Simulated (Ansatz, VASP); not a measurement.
# KZnF3: VASP beside Ansatz

File POSCAR:

```
KZnF3
1.0
    4.6753834767      0.0000000000      0.0000000000
    0.0000000000      4.6753834767      0.0000000000
    0.0000000000      0.0000000000      3.0389992599
K Zn F
1 1 3
Direct
    0.0000000000      0.0000000000      0.0000000000
    0.5000000000      0.5000000000      0.5000000000
    0.5000000000      0.5000000000      0.0000000000
    0.0000000000      0.5000000000      0.5000000000
    0.5000000000      0.0000000000      0.5000000000
```

File INCAR.step1:

```
SYSTEM = KZnF3
PREC     = Accurate       ! precision mode
ENCUT    = 520            ! plane-wave cutoff, eV
ISMEAR   = 0              ! smearing method
SIGMA    = 0.05           ! smearing width, eV
LREAL    = .False.        ! projectors in reciprocal space
LASPH    = .True.         ! aspherical terms in the spheres
NELM     = 80             ! most SCF steps
NBANDS   = 29             ! bands
GGA      = PE             ! functional
ALGO     = Normal         ! electronic algorithm
EDIFF    = 1E-4           ! SCF threshold, eV
LWAVE    = .True.         ! write WAVECAR
LCHARG   = .False.        ! write CHGCAR
```

Contents of INCAR.step2:

```
SYSTEM = KZnF3
PREC     = Accurate       ! precision mode
ENCUT    = 520            ! plane-wave cutoff, eV
EDIFF    = 1E-6           ! SCF threshold, eV
ISMEAR   = 0              ! smearing method
SIGMA    = 0.05           ! smearing width, eV
LREAL    = .False.        ! projectors in reciprocal space
LASPH    = .True.         ! aspherical terms in the spheres
NELM     = 80             ! most SCF steps
ALGO     = Normal         ! electronic algorithm
ISIF     = 2              ! what is computed and relaxed
LWAVE    = .False.        ! write WAVECAR
LCHARG   = .False.        ! write CHGCAR
METAGGA  = R2SCAN         ! meta-GGA
LMIXTAU  = .True.       
NBANDS   = 29             ! bands
ISTART   = 1
```

Contents of KPOINTS:

```
regular mesh
0
Gamma
  6 6 6
  0 0 0
```

Input for Ansatz:

```yaml
crystal:
  lattice:
    - [4.6753834767, 0.0, 0.0]
    - [0.0, 4.6753834767, 0.0]
    - [0.0, 0.0, 3.0389992599]
  atoms:
    - { symbol: K, position: [0.0, 0.0, 0.0] }
    - { symbol: Zn, position: [0.5, 0.5, 0.5] }
    - { symbol: F, position: [0.5, 0.5, 0.0] }
    - { symbol: F, position: [0.0, 0.5, 0.5] }
    - { symbol: F, position: [0.5, 0.0, 0.5] }
basis:
  ecutwfc: 500
kpoints:
  mp_grid: { grid: [6, 6, 6] }
hamiltonian:
  xc: r2scan
scf:
  occupations: { method: gaussian, width: 0.05 }
output:
  forces: true
  stress: true
  eigenvalues: true
```

Alike in both runs: task single point; functional r2SCAN; k mesh 6 × 6 × 6; occupations gaussian, width 0.05 eV; no spin polarisation.

```csv
,VASP,Ansatz
version,VASP 6.6.1,Ansatz 0.2.0
potentials or method,"VASP PAW PBE potentials, release 64 (K_sv, Zn, F), cutoff 520 eV","scalar-relativistic, plane waves, PAW"
valence electrons in the cell,42,42
```

```tsv
	VASP	Ansatz	Ansatz less VASP
gap on the k mesh at the Fermi level (eV)	4.64	4.66	+0.017
least direct gap on the mesh (eV)	6.10	6.12	+0.024
```

VASP's potentials were made for PBE, not for r2SCAN.
